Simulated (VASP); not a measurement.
# NiO (Fm-3m) in VASP: notebook

Runs on NiO. Level: BLYP+U. Tasks: single point.

Program: VASP 6.6.1. These are calculated values, not measurements. Logs are shortened: lines on timing, memory, paths and dates and some standing lists are left out, and cuts for length are marked.

## 1. The cell of the first run

It takes space group Fm-3m (No. 225, cubic). Conventional cell: a = 4.344 Å, b = 4.344 Å, c = 4.344 Å, α = 90.00°, β = 90.00°, γ = 90.00°. Within 2.9 Å of Ni (site symmetry m-3m) lie 6 O at 2.17 Å. O (site symmetry m-3m) has 6 Ni at 2.17 Å within 2.9 Å.

## 2. Single point, BLYP+U, collinear spin, ferromagnetic start

File INCAR:

```
PREC     = Accurate       # precision mode
ENCUT    = 600            # plane-wave cutoff, eV
EDIFF    = 1E-6           # SCF threshold, eV
ISMEAR   = 0              # smearing method
SIGMA    = 0.05           # smearing width, eV
LREAL    = F              # projectors in reciprocal space
LASPH    = T              # aspherical terms in the spheres
NELM     = 200            # most SCF steps
ALGO     = Normal         # electronic algorithm
ISIF     = 2              # what is computed and relaxed
LWAVE    = F              # write WAVECAR
LCHARG   = F              # write CHGCAR
ISPIN    = 2              # spin polarisation
MAGMOM   = 1.91 0.22      # initial moments
LORBIT   = 11             # projections on sites
LMAXMIX  = 4              # l up to which the mixer works
LDAU     = T              # DFT+U
LDAUTYPE = 2            
LDAUL    = 2 -1           # shell
LDAUU    = 6.2 0          # U, eV
LDAUJ    = 0 0          
LDAUPRINT= 1            
GGA      = B5             # functional
ALDAX    = 1.0          
AGGAX    = 1.0          
AGGAC    = 1.0          
ALDAC    = 0.0          
NBANDS   = 19             # bands
GGA_COMPAT= F
```

File KPOINTS:

```
Automatic mesh
0
Gamma
  10 10 10
```

File POSCAR:

```
NiO
1.0
    0.0000000000      2.1718224619      2.1718224619
    2.1718224619      0.0000000000      2.1718224619
    2.1718224619      2.1718224619      0.0000000000
Ni O
1 1
Direct
    0.0000000000      0.0000000000      0.0000000000
    0.5000000000      0.5000000000      0.5000000000
```

Potentials or basis: VASP PAW PBE potentials, release 64 (Ni, O).

Run with:

```bash
> cat potpaw_PBE.64/Ni/POTCAR potpaw_PBE.64/O/POTCAR > POTCAR
> mpirun -np 1 vasp_std > vasp.out
```

OUTCAR:

```text
PREC = Accurate
   ENCUT = 600
   EDIFF = 1E-6
   ISMEAR = 0
   LREAL = F
   LASPH = T
   NELM = 200
   ISIF = 2
   ISPIN = 2
   LORBIT = 11
   GGA = B5

 ion  position               nearest neighbor table
   1  0.000  0.000  0.000-   2 2.17   2 2.17   2 2.17   2 2.17   2 2.17   2 2.17
   2  0.500  0.500  0.500-   1 2.17   1 2.17   1 2.17   1 2.17   1 2.17   1 2.17

  LATTYP: Found a face centered cubic cell.
 ALAT       =     4.3436449238

  Lattice vectors:

 A1 = (   0.0000000000,   2.1718224619,   2.1718224619)
 A2 = (   2.1718224619,   0.0000000000,   2.1718224619)
 A3 = (   2.1718224619,   2.1718224619,   0.0000000000)

Analysis of symmetry for initial positions (statically):
=====================================================================
 Subroutine PRICEL returns:
 Original cell was already a primitive cell.

 Routine SETGRP: Setting up the symmetry group for a
 face centered cubic supercell.

 Subroutine GETGRP returns: Found 48 space group operations
 (whereof 48 operations were pure point group operations)
 out of a pool of 48 trial point group operations.

The static configuration has the point symmetry O_h .

Analysis of symmetry for dynamics (positions and initial velocities):
=====================================================================
 Subroutine PRICEL returns:
 Original cell was already a primitive cell.

 Routine SETGRP: Setting up the symmetry group for a
 face centered cubic supercell.

 Subroutine GETGRP returns: Found 48 space group operations
 (whereof 48 operations were pure point group operations)
 out of a pool of 48 trial point group operations.

The dynamic configuration has the point symmetry O_h .

Analysis of structural, dynamic, and magnetic symmetry:
=====================================================================
 Subroutine PRICEL returns:
 Original cell was already a primitive cell.

[... 167 lines left out ...]
  0.0000 -0.0000 -0.0000  0.9817 -0.0000
  0.0000 -0.0000  0.0000 -0.0000  0.1240

 occupancies and eigenvectors

  o =  0.1240  v =  0.0000  0.0000  0.0000  0.0000  0.0000  0.0000  0.0000 -0.9999 -0.0000 -0.0169      0.0000  0.0000  0.0000  0.0000  0.0000  0.0000  0.0000  0.0000  0.0000  0.0000
  o =  0.1240  v =  0.0000  0.0000  0.0000  0.0000  0.0000  0.0000 -0.0000 -0.0169  0.0000  0.9999      0.0000  0.0000  0.0000  0.0000  0.0000  0.0000  0.0000  0.0000  0.0000  0.0000
  o =  0.9817  v =  0.0000  0.0000  0.0000  0.0000  0.0000  0.0000 -0.9469 -0.0000 -0.3216 -0.0000      0.0000  0.0000  0.0000  0.0000  0.0000  0.0000  0.0000  0.0000  0.0000  0.0000
  o =  0.9817  v =  0.0000  0.0000  0.0000  0.0000  0.0000  1.0000  0.0000  0.0000  0.0000  0.0000      0.0000  0.0000  0.0000  0.0000  0.0000  0.0000  0.0000  0.0000  0.0000  0.0000
  o =  0.9817  v =  0.0000  0.0000  0.0000  0.0000  0.0000  0.0000 -0.3216 -0.0000  0.9469  0.0000      0.0000  0.0000  0.0000  0.0000  0.0000  0.0000  0.0000  0.0000  0.0000  0.0000
  o =  0.9823  v =  0.0000 -0.0458 -0.0000 -0.9989 -0.0000  0.0000  0.0000  0.0000  0.0000  0.0000      0.0000  0.0000  0.0000  0.0000  0.0000  0.0000  0.0000  0.0000  0.0000  0.0000
  o =  0.9823  v =  1.0000  0.0000  0.0000  0.0000  0.0000  0.0000  0.0000  0.0000  0.0000  0.0000      0.0000  0.0000  0.0000  0.0000  0.0000  0.0000  0.0000  0.0000  0.0000  0.0000
  o =  0.9823  v =  0.0000  0.9989  0.0000 -0.0458 -0.0000  0.0000  0.0000  0.0000  0.0000  0.0000      0.0000  0.0000  0.0000  0.0000  0.0000  0.0000  0.0000  0.0000  0.0000  0.0000
  o =  1.0218  v =  0.0000  0.0000 -0.1295  0.0000 -0.9916  0.0000  0.0000  0.0000  0.0000  0.0000      0.0000  0.0000  0.0000  0.0000  0.0000  0.0000  0.0000  0.0000  0.0000  0.0000
  o =  1.0218  v =  0.0000  0.0000 -0.9916  0.0000  0.1295  0.0000  0.0000  0.0000  0.0000  0.0000      0.0000  0.0000  0.0000  0.0000  0.0000  0.0000  0.0000  0.0000  0.0000  0.0000

 number of electron      15.9999997 magnetization       2.0000031

 Free energy of the ion-electron system (eV)
  ---------------------------------------------------
  ext. energy  EPLUGINS =         0.00000000
  ---------------------------------------------------
  free energy    TOTEN  =        -9.29716649 eV

  energy without entropy =       -9.29716649  energy(sigma->0) =       -9.29716649

 E-fermi :   5.9289     XC(G=0): -11.4282

 val. band max:        5.5911168127   @ k =   0.5000   0.0000   0.0000
 cond. band min:       7.8878290604   @ k =   0.0000   0.0000   0.0000
 fundamental gap:      2.2967122477
 Fermi energy:         5.9289389269

 spin component 1

 k-point     1 :       0.0000    0.0000    0.0000
  band No.  band energies     occupation
      1     -12.1553      1.00000
      2      -0.3905      1.00000
      3      -0.3900      1.00000
      4       0.5964      1.00000
      5       0.5965      1.00000
      6       0.5968      1.00000
[... 1049 lines left out ...]
     18      37.2640      0.00000
     19      37.4694      0.00000

 [... further k-points ...]
[... 5 lines left out ...]
  --------------------------------------------------------------------------------------
  -------------------------------------------------------------------------------------
  Total       -1.1821001     -1.1821001     -1.1821001      0.0000000      0.0000000      0.0000000
  in kB      -92.4404118    -92.4404118    -92.4404118      0.0000000      0.0000000      0.0000000
  external PRESSURE =     -92.4404118 kB  Pullay stress =       0.0000000 kB

 VOLUME and BASIS-vectors are now :
 -----------------------------------------------------------------------------
  energy-cutoff  :      600.00
  volume of cell :       20.49
      direct lattice vectors                 reciprocal lattice vectors
     0.000000000  2.171822462  2.171822462    -0.230221396  0.230221396  0.230221396
     2.171822462  0.000000000  2.171822462     0.230221396 -0.230221396  0.230221396
     2.171822462  2.171822462  0.000000000     0.230221396  0.230221396 -0.230221396

 POSITION                                       TOTAL-FORCE (eV/Angst)
 -----------------------------------------------------------------------------------
      0.00000      0.00000      0.00000        -0.000000      0.000000     -0.000000
      2.17182      2.17182      2.17182         0.000000     -0.000000      0.000000
 -----------------------------------------------------------------------------------
    total drift:                                0.000000      0.000000      0.000000

  FREE ENERGIE OF THE ION-ELECTRON SYSTEM (eV)
  ---------------------------------------------------
  free  energy   TOTEN  =        -9.2971664874 eV

  energy  without entropy=       -9.2971664874  energy(sigma->0) =       -9.29716649

 total charge

# of ion       s       p       d       tot
------------------------------------------
    1        0.313   0.340   8.160   8.813
    2        1.538   3.443   0.000   4.981
--------------------------------------------------
tot          1.851   3.783   8.160  13.794

 magnetization (x)

# of ion       s       p       d       tot
------------------------------------------
    1        0.009   0.010   1.796   1.815
    2        0.016   0.155   0.000   0.171
--------------------------------------------------
tot          0.025   0.165   1.796   1.985
```

OSZICAR:

```text
N       E                     dE             d eps       ncg     rms          rms(c)
DAV:   1     0.103920351255E+03    0.10392E+03   -0.79231E+03  3676   0.115E+03
DAV:   2    -0.146644384946E+01   -0.10539E+03   -0.90974E+02  3714   0.255E+02
DAV:   3    -0.899854297633E+01   -0.75321E+01   -0.73315E+01  4007   0.686E+01
DAV:   4    -0.907788840411E+01   -0.79345E-01   -0.79273E-01  3937   0.701E+00
DAV:   5    -0.907880821134E+01   -0.91981E-03   -0.91976E-03  3936   0.749E-01    0.136E+01
DAV:   6    -0.894754491500E+01    0.13126E+00   -0.16803E+01  4020   0.691E+01    0.174E+01
DAV:   7    -0.887755257303E+01    0.69992E-01   -0.16405E+00  3984   0.270E+01    0.782E+00
DAV:   8    -0.914725759939E+01   -0.26971E+00   -0.22157E-01  4240   0.569E+00    0.479E+00
DAV:   9    -0.928688602929E+01   -0.13963E+00   -0.82367E-02  4281   0.939E+00    0.674E-01
DAV:  10    -0.929696621728E+01   -0.10080E-01   -0.40098E-02  4231   0.232E+00    0.513E-01
DAV:  11    -0.929659084471E+01    0.37537E-03   -0.37946E-03  4044   0.137E+00    0.164E-01
DAV:  12    -0.929702464973E+01   -0.43381E-03   -0.52345E-04  3840   0.489E-01    0.704E-02
DAV:  13    -0.929715843667E+01   -0.13379E-03   -0.16920E-04  4558   0.244E-01    0.231E-02
DAV:  14    -0.929716665391E+01   -0.82172E-05   -0.46838E-05  4035   0.596E-02    0.890E-03
DAV:  15    -0.929716648738E+01    0.16652E-06   -0.12488E-06  3320   0.110E-02
   1 F= -.92971665E+01 E0= -.92971665E+01  d E =-.168183E-23  mag=     2.0000
```

stdout:

```text
POSCAR found type information on POSCAR NiO
 POSCAR found :  2 types and       2 ions
 scaLAPACK will be used
 -----------------------------------------------------------------------------
|                                                                             |
|                                                                             |
|     You enforced a specific xc type in the INCAR file but a different       |
|     I HOPE YOU KNOW WHAT YOU ARE DOING!                                     |
|                                                                             |
 -----------------------------------------------------------------------------

 LDA part: xc-table for (Slater(with rela. corr.)+VWN5), standard interpolation
 POSCAR, INCAR and KPOINTS ok, starting setup
 FFT: planning ... GRIDC
 FFT: planning ... GRID_SOFT
 FFT: planning ... GRID
 WAVECAR not read
 entering main loop
```

It took 73 s on 1 thread of AMD EPYC 9R45 (Zen 5), shared host; peak memory 0.16 GiB.

Results:

| Item | Value |
| --- | --- |
| Free energy | -9.2972 eV |
| Pressure | -9.2 GPa |
| Band gap on the k mesh | 2.30 eV, indirect (least direct gap 2.98 eV) |
| Net moment | 2.00 μB per cell |
| Site moments | Ni +1.81; O +0.17 μB |
| Valence electrons inside the program's atomic spheres | Ni 8.81; O 4.98 |

Levels at points of the mesh, in eV from the valence-band top:
Spin up:
```
           k point  band 6  band 7  band 8  band 9  band 10  band 11  band 12  band 13
(0.00, 0.00, 0.00)   -4.99   -1.01   -1.01   -1.01     2.30    17.52    17.52    17.52
(0.50, 0.00, 0.00)   -4.62   -3.15    0.00    0.00     6.79    10.08    14.34    14.34
(0.50, 0.50, 0.00)   -4.38   -4.38   -2.18   -2.18     6.33    11.36    11.67    16.48
```
Spin down:
| k point | band 3 | band 4 | band 5 | band 6 | band 7 | band 8 | band 9 | band 10 | band 11 | band 12 |
| --- | --- | --- | --- | --- | --- | --- | --- | --- | --- | --- |
| (0.00, 0.00, 0.00) | -4.04 | -4.04 | -0.68 | -0.68 | -0.68 | 2.56 | 2.56 | 2.62 | 17.74 | 17.74 |
| (0.50, 0.00, 0.00) | -3.93 | -3.93 | -2.36 | -1.67 | -1.67 | 4.51 | 4.51 | 6.95 | 10.52 | 14.66 |
| (0.50, 0.50, 0.00) | -4.27 | -3.35 | -3.35 | -1.88 | -1.88 | 2.92 | 3.20 | 6.87 | 11.62 | 11.91 |

Eigenvalues of the final occupation matrices:
```tsv
site	spin	trace	eigenvalues
site 1 d	1	4.99	0.98 0.98 0.98 1.02 1.02
site 1 d	2	3.19	0.12 0.12 0.98 0.98 0.98
```

Caveat: the PAW data sets were made with another functional, which shifts forces and pressure a little; a cell with one magnetic atom can't hold antiferromagnetic order, which such compounds often take. A k mesh can miss the band edges.

## 3. Single point, BLYP+U, collinear spin, ferromagnetic start (volume scaled by 1.02)

File INCAR:

```
SYSTEM = NiO
AGGAC = 1.0 ; AGGAX = 1.0
ALDAC = 0.0 ; ALDAX = 1.0
ALGO = Normal ; EDIFF = 1E-6
ENCUT = 600 ; GGA = B5
GGA_COMPAT = .FALSE. ; ISIF = 2
ISMEAR = 0 ; ISPIN = 2
LASPH = .TRUE. ; LCHARG = .TRUE.
LDAU = .TRUE. ; LDAUJ = 0 0
LDAUL = 2 -1 ; LDAUPRINT = 1
LDAUTYPE = 2 ; LDAUU = 6.2 0
LELF = .TRUE. ; LMAXMIX = 4
LORBIT = 11 ; LREAL = .FALSE.
LVHAR = .TRUE. ; LWAVE = .FALSE.
MAGMOM = 1.91 0.22 ; NBANDS = 19
NELM = 200 ; PREC = Accurate
SIGMA = 0.05
```

File KPOINTS:

```
k-points
0
G
  10 10 10
  0 0 0
```

File POSCAR:

```
NiO
1.0
    0.0000000000      2.1754520486      2.1754520486
    2.1754520486      0.0000000000      2.1754520486
    2.1754520486      2.1754520486      0.0000000000
Ni O
1 1
Direct
    0.0000000000      0.0000000000      0.0000000000
    0.5000000000      0.5000000000      0.5000000000
```

Potentials or basis: VASP PAW PBE potentials, release 64 (Ni, O).

Run with:

```bash
> cat potpaw_PBE.64/Ni/POTCAR potpaw_PBE.64/O/POTCAR > POTCAR
> mpirun -np 1 vasp_std > vasp.out
```

Wall time 69 s (1 thread of AMD EPYC 9R45 (Zen 5), shared host); peak memory 0.16 GiB.

It converged, with:

* Free energy: -9.2913 eV
* Pressure: -9.9 GPa
* Band gap on the k mesh: 2.27 eV, indirect (least direct gap 2.94 eV)
* Net moment: 2.00 μB per cell
* Site moments: Ni +1.81; O +0.17 μB
* Valence electrons inside the program's atomic spheres: Ni 8.81; O 4.98

Levels at points of the mesh, in eV from the valence-band top:
Spin up:
```
           k point  band 6  band 7  band 8  band 9  band 10  band 11  band 12  band 13
(0.00, 0.00, 0.00)   -4.99   -0.99   -0.99   -0.99     2.27    17.50    17.50    17.50
(0.50, 0.00, 0.00)   -4.62   -3.15    0.00    0.00     6.78    10.03    14.30    14.30
(0.50, 0.50, 0.00)   -4.38   -4.38   -2.16   -2.16     6.29    11.33    11.66    16.43
```
Spin down:
| k point | band 5 | band 6 | band 7 | band 8 | band 9 | band 10 |
| --- | --- | --- | --- | --- | --- | --- |
| (0.00, 0.00, 0.00) | -0.67 | -0.67 | -0.67 | 2.56 | 2.56 | 2.59 |
| (0.50, 0.00, 0.00) | -2.37 | -1.65 | -1.65 | 4.49 | 4.49 | 6.94 |
| (0.50, 0.50, 0.00) | -3.36 | -1.86 | -1.86 | 2.92 | 3.19 | 6.84 |

Eigenvalues of the final occupation matrices:
```
    site  spin  trace               eigenvalues
site 1 d     1   4.99  0.98 0.98 0.98 1.02 1.02
site 1 d     2   3.19  0.12 0.12 0.98 0.98 0.98
```

Caveat: the PAW data sets were made with another functional, which shifts forces and pressure a little; a cell with one magnetic atom can't hold antiferromagnetic order, which such compounds often take.

(Part 1 of 2 ends here.)
